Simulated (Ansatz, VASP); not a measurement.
**Two plane-wave programs on ZnS**

INCAR

```
SYSTEM = ZnS
PREC = Accurate ; ENCUT = 520
EDIFF = 1E-6 ; ISMEAR = 0
SIGMA = 0.05 ; LREAL = .FALSE.
LASPH = .TRUE. ; NELM = 60
ALGO = Normal ; ISIF = 2
LWAVE = .FALSE. ; LCHARG = .FALSE.
GGA = PE ; NBANDS = 26
```

Contents of KPOINTS:

```
regular mesh
0
G
  9 9 4
  0 0 0
```

POSCAR

```
ZnS
1.0
    3.7944128042      0.0000000000      0.0000000000
   -1.8972064021      3.2860578809      0.0000000000
    0.0000000000      0.0000000000      6.3037246812
Zn S
2 2
Direct
    0.3163527059      0.6666666667      0.0052003729
    0.6836472941      0.3333333333      0.5052003729
    0.3470553733      0.6666666667      0.3797996271
    0.6529446267      0.3333333333      0.8797996271
```

Input for Ansatz:

```yaml
crystal:
  lattice:
    - [3.7944128042, 0.0, 0.0]
    - [-1.8972064021, 3.2860578809, 0.0]
    - [0.0, 0.0, 6.3037246812]
  atoms:
    - { symbol: Zn, position: [0.3163527059, 0.6666666667, 0.0052003729] }
    - { symbol: Zn, position: [0.6836472941, 0.3333333333, 0.5052003729] }
    - { symbol: S, position: [0.3470553733, 0.6666666667, 0.3797996271] }
    - { symbol: S, position: [0.6529446267, 0.3333333333, 0.8797996271] }
basis:
  ecutwfc: 520.0
kpoints:
  mp_grid: { grid: [9, 9, 4] }
hamiltonian:
  xc: pbe
scf:
  occupations: { method: gaussian, width: 0.05 }
output:
  forces: true
  stress: true
  eigenvalues: true
```

Change from the starting cell: mode 4 frozen in at -0.065 Å, equal normal strain along x and y -0.0133.

Alike in both runs: task single point; functional PBE; k mesh 9 × 9 × 4; occupations gaussian, width 0.05 eV; no spin polarisation.

|  | VASP | Ansatz |
| --- | --- | --- |
| version | VASP 6.6.1 | Ansatz 0.2.0 |
| potentials or method | VASP PAW PBE potentials, release 64 (Zn, S), cutoff 520 eV | scalar-relativistic, plane waves, PAW |
| valence electrons in the cell | 36 | 36 |

```tsv
	VASP	Ansatz	Ansatz less VASP
gap on the k mesh at the Fermi level (eV)	2.15	2.14	-0.003
least direct gap on the mesh (eV)	2.15	2.14	-0.003
pressure (GPa)	2.1	1.9	-0.17
traceless stress, the component that is largest in VASP (GPa)	-1.28	-1.26	+0.014
rms of the force components (eV/Å)	0.069	0.068	-0.0009
```

Atom by atom the forces differ by 0.001 eV/Å (rms over components).
